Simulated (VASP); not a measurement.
# BN (Pm) in VASP: notebook, part 2 of 2

VASP 6.6.1.

**4. Single point, PBE+D3(BJ) (atoms displaced along several vibrational modes)**

Input file INCAR:

```
SYSTEM = BN
PREC     = Accurate       ! precision mode
ENCUT    = 520            ! plane-wave cutoff, eV
EDIFF    = 1E-6           ! SCF threshold, eV
ISMEAR   = 1              ! smearing method
SIGMA    = 0.05           ! smearing width, eV
LREAL    = .False.        ! projectors in reciprocal space
LASPH    = .True.         ! aspherical terms in the spheres
NELM     = 100            ! most SCF steps
ALGO     = Normal         ! electronic algorithm
ISIF     = 2              ! what is computed and relaxed
LWAVE    = .False.        ! write WAVECAR
LCHARG   = .False.        ! write CHGCAR
GGA      = PE             ! functional
IVDW     = 12             ! dispersion correction
NBANDS   = 16             ! bands
```

Input file KPOINTS:

```
Automatic mesh
0
Gamma
  12 12 4
  0 0 0
```

Input file POSCAR:

```
BN
1.0
    2.5061127838      0.0000000000      0.0000000000
   -1.2530563919      2.1703573356      0.0000000000
    0.0000000000      0.0000000000      6.5923998870
B N
2 2
Direct
   -0.1250750243     -0.0196741796      0.5000000000
    0.4452992159      0.6597229485      0.0000000000
    0.1175606630      0.0053584693      0.0000000000
    0.5592230753      0.3485174124      0.5000000000
```

On the command line:

```sh
$ cat potpaw_PBE.64/B/POTCAR potpaw_PBE.64/N/POTCAR > POTCAR
$ mpirun -np 1 vasp_std > vasp.out
```

Wall time 49 s (1 thread of Intel Xeon 6975P-C (Granite Rapids), shared host); peak memory 0.23 GiB.

It converged, with:

| Property | Result |
| --- | --- |
| Free energy | -35.5642 eV |
| Pressure | 1.5 GPa |
| Largest force | 3.476 eV/Å |
| Band gap on the k mesh | 3.80 eV (least direct gap 4.09 eV) |
| Dispersion energy per atom | -0.142 eV |

Forces on the atoms (eV/Å):
```
B    0.028  3.476  0.000
B   -0.033  1.146  0.000
N   -0.003 -1.181  0.000
N    0.008 -3.442  0.000
```

Stress tensor (GPa, compression positive):
```
-4.41  0.37  0.00
 0.37  8.42  0.00
 0.00  0.00  0.44
```

Levels at points of the mesh, in eV from the valence-band top:
| k point | band 5 | band 6 | band 7 | band 8 | band 9 | band 10 | band 11 | band 12 |
| --- | --- | --- | --- | --- | --- | --- | --- | --- |
| (0.00, 0.00, 0.00) | -2.30 | -1.80 | -1.19 | -0.59 | 5.13 | 10.16 | 10.32 | 11.00 |
| (0.50, 0.00, 0.00) | -4.42 | -4.34 | -1.36 | -1.12 | 4.75 | 5.34 | 9.17 | 9.66 |
| (0.00, 0.50, 0.00) | -4.13 | -3.82 | -1.26 | -0.66 | 3.92 | 5.03 | 9.45 | 9.84 |
| (0.50, 0.50, 0.00) | -4.42 | -4.36 | -1.78 | -0.52 | 3.80 | 6.21 | 9.19 | 9.67 |
| (0.00, 0.00, 0.50) | -2.30 | -1.80 | -1.19 | -0.59 | 7.50 | 7.51 | 10.33 | 11.00 |
| (0.50, 0.00, 0.50) | -4.41 | -4.35 | -1.20 | -1.13 | 4.58 | 4.88 | 9.61 | 9.61 |
| (0.00, 0.50, 0.50) | -4.13 | -3.82 | -0.99 | -0.78 | 4.03 | 4.35 | 9.81 | 9.86 |
| (0.50, 0.50, 0.50) | -4.40 | -4.37 | -1.21 | -1.15 | 4.67 | 4.87 | 9.49 | 9.69 |

Caveat: the cell differs from its parent crystal (atoms displaced along several vibrational modes); the stress differs along the axes, from -4 to 8 GPa; forces of over 1 eV/Å act on the atoms, so gaps and moduli don't describe the material at rest.

**5. Single point, PBE+D3(BJ) (atoms displaced along several vibrational modes)**

Input file INCAR:

```
ALGO = Normal ; EDIFF = 1E-6
ENCUT = 520 ; GGA = PE
ISIF = 2 ; ISMEAR = 1
IVDW = 12 ; LASPH = T
LCHARG = F ; LREAL = F
LWAVE = F ; NBANDS = 16
NELM = 80 ; PREC = Accurate
SIGMA = 0.05
```

Input file KPOINTS:

```
k-points
0
Gamma
  12 12 4
```

Input file POSCAR:

```
BN
1.0
    2.5061127838      0.0000000000      0.0000000000
   -1.2530563919      2.1703573356      0.0000000000
    0.0000000000      0.0000000000      6.5923998870
B N
2 2
Direct
   -0.1152379345      0.0000000000      0.5000000000
    0.4487710749      0.6666666667      0.0000000000
    0.1148814283      0.0000000000      0.0000000000
    0.5516310358      0.3333333333      0.5000000000
```

On the command line:

```sh
$ cat potpaw_PBE.64/B/POTCAR potpaw_PBE.64/N/POTCAR > POTCAR
$ mpirun -np 1 vasp_std > vasp.out
```

Wall time 58 s (1 thread of Intel Xeon 6975P-C (Granite Rapids), shared host); peak memory 0.23 GiB.

Results (log left out):

| Quantity | Value |
| --- | --- |
| Free energy | -35.7046 eV |
| Pressure | 0.2 GPa |
| Largest force | 0.049 eV/Å |
| Band gap on the k mesh | 3.58 eV (least direct gap 3.96 eV) |
| Dispersion energy per atom | -0.142 eV |

Forces on the atoms (eV/Å):
```
B    0.026 -0.011  0.000
B   -0.035  0.003  0.000
N   -0.006 -0.038  0.000
N    0.015  0.046  0.000
```

Stress tensor (GPa, compression positive):
```
-0.09  0.39  0.00
 0.39  0.11  0.00
 0.00  0.00  0.53
```

Levels at points of the mesh, in eV from the valence-band top:
| k point | band 6 | band 7 | band 8 | band 9 | band 10 | band 11 |
| --- | --- | --- | --- | --- | --- | --- |
| (0.00, 0.00, 0.00) | -1.52 | -1.49 | -1.48 | 5.09 | 10.11 | 11.33 |
| (0.50, 0.00, 0.00) | -4.27 | -1.31 | -1.05 | 4.51 | 5.09 | 9.27 |
| (0.00, 0.50, 0.00) | -4.28 | -1.48 | -0.84 | 4.17 | 5.42 | 9.33 |
| (0.50, 0.50, 0.00) | -4.27 | -1.71 | -0.46 | 3.58 | 5.93 | 9.29 |
| (0.00, 0.00, 0.50) | -1.52 | -1.50 | -1.48 | 7.47 | 7.48 | 11.35 |
| (0.50, 0.00, 0.50) | -4.28 | -1.12 | -1.08 | 4.45 | 4.54 | 9.61 |
| (0.00, 0.50, 0.50) | -4.28 | -1.13 | -1.08 | 4.50 | 4.51 | 9.67 |
| (0.50, 0.50, 0.50) | -4.28 | -1.14 | -1.08 | 4.53 | 4.53 | 9.69 |

Caveat: the cell differs from its parent crystal (atoms displaced along several vibrational modes). A k mesh can miss the band edges.

**6. Single point, PBE+D3(BJ) (atoms displaced along several vibrational modes)**

Input file INCAR:

```
ALGO = Normal
EDIFF = 1E-6
ENCUT = 520
GGA = PE
ISIF = 2
ISMEAR = 1
IVDW = 12
LASPH = T
LCHARG = T
LELF = T
LREAL = F
LVHAR = T
LWAVE = F
NBANDS = 16
NELM = 80
PREC = Accurate
SIGMA = 0.05
```

KPOINTS is that of step 5.

Input file POSCAR:

```
BN
1.0
    2.5061127838      0.0000000000      0.0000000000
   -1.2530563919      2.1703573356      0.0000000000
    0.0000000000      0.0000000000      6.5923998870
B N
2 2
Direct
   -0.1054008447      0.0196741796      0.5000000000
    0.4522429340      0.6736103848      0.0000000000
    0.1122021937     -0.0053584693      0.0000000000
    0.5440389963      0.3181492543      0.5000000000
```

Potentials or basis: VASP PAW PBE potentials, release 64 (B, N).

On the command line:

```sh
$ cat potpaw_PBE.64/B/POTCAR potpaw_PBE.64/N/POTCAR > POTCAR
$ mpirun -np 1 vasp_std > vasp.out
```

It took 51 s on 1 thread of Intel Xeon 6975P-C (Granite Rapids), shared host; peak memory 0.24 GiB.

It converged, with:

```
Free energy                : -35.5805 eV
Pressure                   : 1.3 GPa
Largest force              : 2.792 eV/Å
Band gap on the k mesh     : 3.42 eV (least direct gap 3.77 eV)
Dispersion energy per atom : -0.142 eV
```

Forces in eV/Å, atoms in the order of the input:
```
B    0.021 -2.757  0.000
B   -0.037 -1.050  0.000
N   -0.008  1.015  0.000
N    0.024  2.792  0.000
```

Stress tensor (GPa, compression positive):
```
 6.85  0.41  0.00
 0.41 -3.51  0.00
 0.00  0.00  0.57
```

Levels at points of the mesh, in eV from the valence-band top:
| k point | band 4 | band 5 | band 6 | band 7 | band 8 | band 9 | band 10 | band 11 | band 12 | band 13 |
| --- | --- | --- | --- | --- | --- | --- | --- | --- | --- | --- |
| (0.00, 0.00, 0.00) | -4.24 | -2.36 | -1.84 | -1.22 | -0.60 | 5.09 | 10.12 | 10.23 | 10.95 | 11.80 |
| (0.50, 0.00, 0.00) | -9.07 | -4.23 | -3.99 | -1.25 | -0.94 | 4.30 | 4.94 | 9.22 | 9.69 | 12.90 |
| (0.00, 0.50, 0.00) | -8.82 | -4.76 | -4.49 | -1.69 | -0.99 | 4.47 | 5.94 | 9.25 | 9.63 | 12.77 |
| (0.50, 0.50, 0.00) | -8.97 | -4.24 | -3.98 | -1.62 | -0.38 | 3.42 | 5.73 | 9.26 | 9.71 | 12.28 |
| (0.00, 0.00, 0.50) | -5.44 | -2.36 | -1.84 | -1.22 | -0.60 | 7.46 | 7.47 | 10.27 | 10.95 | 11.80 |
| (0.50, 0.00, 0.50) | -9.11 | -4.23 | -3.99 | -1.07 | -0.95 | 4.29 | 4.36 | 9.62 | 9.69 | 13.41 |
| (0.00, 0.50, 0.50) | -8.86 | -4.76 | -4.49 | -1.37 | -1.22 | 4.72 | 5.09 | 9.57 | 9.71 | 13.39 |
| (0.50, 0.50, 0.50) | -9.11 | -4.24 | -3.99 | -1.09 | -0.96 | 4.27 | 4.43 | 9.59 | 9.69 | 13.71 |

Caveat: the cell differs from its parent crystal (atoms displaced along several vibrational modes); the stress differs along the axes, from -4 to 7 GPa; forces of over 1 eV/Å act on the atoms, so gaps and moduli don't describe the material at rest. A k mesh can miss the band edges.

**7. The runs side by side**

```csv
cell,gap on the mesh (eV),pressure (GPa),largest force (eV/Å)
"as given, atomic positions A",3.34,2.6,3.89
"as given, atomic positions B",3.82,3.2,5.55
"as given, atomic positions C",3.80,1.5,3.48
"as given, atomic positions D",3.58,0.2,0.05
"as given, atomic positions E",3.42,1.3,2.79
```

Alike in all rows: task single point; level PBE+D3(BJ); potentials or basis VASP PAW PBE potentials, release 64 (B, N); no spin polarisation; k mesh 12 × 12 × 4; cutoff (eV) 520; smearing methfessel-paxton 0.05 eV.

Caveats: forces of over 1 eV/Å act on the atoms, so gaps and moduli don't describe the material at rest (at least some runs); the stress differs along the axes, from -4 to 11 GPa (at least some runs); the stress differs along the axes, from -6 to 15 GPa (at least some runs); the stress differs along the axes, from -4 to 8 GPa (at least some runs); the stress differs along the axes, from -4 to 7 GPa (at least some runs).

Absolute energies hang on the potentials; compare differences alone.
